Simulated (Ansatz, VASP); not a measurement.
One calculation of MgO, two programs

File INCAR:

```
PREC = Accurate
ENCUT = 520
EDIFF = 1E-6
ISMEAR = -1
SIGMA = 0.05
LREAL = F
LASPH = T
NELM = 100
ALGO = Normal
ISIF = 2
LWAVE = F
LCHARG = F
GGA = PE
NBANDS = 16
```

File KPOINTS:

```
Automatic mesh
0
Gamma
  12 12 6
```

The input POSCAR:

```
MgO
1.0
    3.4160461008      0.0000000000      0.0000000000
   -1.7080230504      2.9583827038      0.0000000000
    0.0000000000      0.0000000000      4.1240872637
Mg O
2 2
Direct
    0.3333333333      0.6666666667     -0.0619997380
    0.6666666667      0.3333333333      0.4380002620
    0.3333333333      0.6666666667      0.4379997380
    0.6666666667      0.3333333333      0.9379997380
```

Input for Ansatz:

```yaml
crystal:
  lattice:
    - [3.4160461008, 0.0, 0.0]
    - [-1.7080230504, 2.9583827038, 0.0]
    - [0.0, 0.0, 4.1240872637]
  atoms:
    - { symbol: Mg, position: [0.3333333333, 0.6666666667, -0.061999738] }
    - { symbol: Mg, position: [0.6666666667, 0.3333333333, 0.438000262] }
    - { symbol: O, position: [0.3333333333, 0.6666666667, 0.437999738] }
    - { symbol: O, position: [0.6666666667, 0.3333333333, 0.937999738] }
kpoints:
  mp_grid: { grid: [12, 12, 6] }
scf:
  occupations: { method: fermi_dirac, width: 0.05 }
hamiltonian:
  xc: pbe
  pseudopotentials: { kind: all_electron, lapw: { basis_error: 0.0005 } }
output:
  forces: true
  stress: true
  eigenvalues: true
  populations: true
```

Alike in both runs: task single point; functional PBE; k mesh 12 × 12 × 6; occupations fermi-dirac, width 0.05 eV; no spin polarisation.

|  | VASP | Ansatz |
| --- | --- | --- |
| version | VASP 6.6.1 | Ansatz 0.2.0 |
| potentials or method | VASP PAW PBE potentials, release 64 (Mg, O), cutoff 520 eV | all-electron LAPW, scalar-relativistic |

```csv
,VASP,Ansatz,Ansatz less VASP
gap on the k mesh at the Fermi level (eV),3.71,3.72,+0.011
pressure (GPa),12.5,13.0,+0.50
"traceless stress, the component that is largest in VASP (GPa)",-0.13,0.01,+0.139
```

Ansatz ran all-electron here, and VASP with PAW potentials. Ansatz's warnings: structure snapped to symmetry.
